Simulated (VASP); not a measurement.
A run of VASP 6.6.1 is set up as follows.

The input POSCAR:

```
ZrS
1.0
    0.0000000000      2.4937500000      2.4937500000
    2.6250000000     -0.1312500000      2.6250000000
    2.6250000000      2.6250000000     -0.1312500000
Zr S
1 1
Direct
    0.0000000000      0.0000000000      0.0000000000
    0.5000000000      0.5000000000      0.5000000000
```

INCAR.step1

```
PREC = Accurate ; ENCUT = 520
ISMEAR = 0 ; SIGMA = 0.15
LREAL = F ; LASPH = T
NELM = 60 ; NBANDS = 16
GGA = PE ; ALGO = Normal
EDIFF = 1E-4 ; LWAVE = T
LCHARG = F
```

Contents of INCAR.step2:

```
PREC = Accurate ; ENCUT = 520
EDIFF = 1E-7 ; ISMEAR = 0
SIGMA = 0.15 ; LREAL = F
LASPH = T ; NELM = 60
ALGO = Normal ; ISIF = 2
LWAVE = F ; LCHARG = T
METAGGA = R2SCAN ; LMIXTAU = T
LELF = T ; LVHAR = T
NBANDS = 16 ; ISTART = 1
```

File KPOINTS:

```
Automatic mesh
0
Gamma
  16 16 16
```

Potentials or basis: VASP PAW PBE potentials, release 64 (Zr_sv, S).

Command:

```sh
$ cat potpaw_PBE.64/Zr_sv/POTCAR potpaw_PBE.64/S/POTCAR > POTCAR
$ cp INCAR.step1 INCAR
$ mpirun -np 1 vasp_std > vasp.out
$ cp INCAR.step2 INCAR
$ mpirun -np 1 vasp_std > vasp.out
```

Predict the band gap on the k mesh.

zero (bands 9 and 10 overlap by 2.95 eV).

Predict the pressure.

-1.5 GPa.

Stress tensor (GPa, compression positive):
```
-1.99  0.00  0.00
 0.00 -1.25  2.63
 0.00  2.63 -1.25
```

Caveat: the cell differs from its parent crystal (strain -0.1000 x Voigt [0, 0, 0, 1, 0, 0]); the PAW data sets were made with another functional, which shifts forces and pressure a little.
